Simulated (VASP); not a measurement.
Write the native input for VASP 6.6.1 that does the following.

| Property | Result |
| --- | --- |
| Task | single point |
| Functional | LDA |
| Potentials or basis | VASP PAW LDA potentials, release 64 (Li_sv, Ga_d) |
| Cutoff | 520 eV |
| k mesh | 12 × 12 × 12 |
| Occupations | gaussian, width 0.15 eV |
| Spin | no spin polarisation |
| Dipole correction | no |
| Further INCAR settings | ALGO = Fast; EDIFF = 1e-07; NBANDS = 29 |

The structure of LiGa3 lies in POSCAR:

```
LiGa3
1.0
    3.7790445806      0.0000000000      0.0000000000
    0.0000000000      3.7790445806      0.0000000000
    0.0000000000      0.0000000000      3.6215843898
Li Ga
1 3
Direct
    0.0000000000      0.0000000000      0.0000000000
    0.5000000000      0.0000000000      0.5000000000
    0.0000000000      0.5000000000      0.5000000000
    0.5000000000      0.5000000000      0.0000000000
```

This cell differs from its parent crystal: strain -0.040 along x and y, -0.080 along z.

The input as run:

INCAR

```
ALGO     = Fast           # electronic algorithm
EDIFF    = 1E-7           # SCF threshold, eV
ENCUT    = 520            # plane-wave cutoff, eV
GGA      = CA             # functional
ISIF     = 2              # what is computed and relaxed
ISMEAR   = 0              # smearing method
LASPH    = True           # aspherical terms in the spheres
LCHARG   = False          # write CHGCAR
LREAL    = False          # projectors in reciprocal space
LWAVE    = False          # write WAVECAR
NBANDS   = 29             # bands
NELM     = 60             # most SCF steps
PREC     = Accurate       # precision mode
SIGMA    = 0.15           # smearing width, eV
```

KPOINTS

```
k-points
0
Gamma
  12 12 12
```

Potentials or basis: VASP PAW LDA potentials, release 64 (Li_sv, Ga_d).

Run with:

```sh
$ cat potpaw_LDA.64/Li_sv/POTCAR potpaw_LDA.64/Ga_d/POTCAR > POTCAR
$ mpirun -np 1 vasp_std > vasp.out
```

Results of the run:

| Quantity | Value |
| --- | --- |
| Band gap on the k mesh | zero (bands 21 and 22 overlap by 7.47 eV) |

Caveat: the cell differs from its parent crystal (strain -0.040 along x and y, -0.080 along z).

Wall time 4.2 min on 1 thread of AMD EPYC 9R45 (Zen 5), on a shared host, peak memory 0.28 GiB.
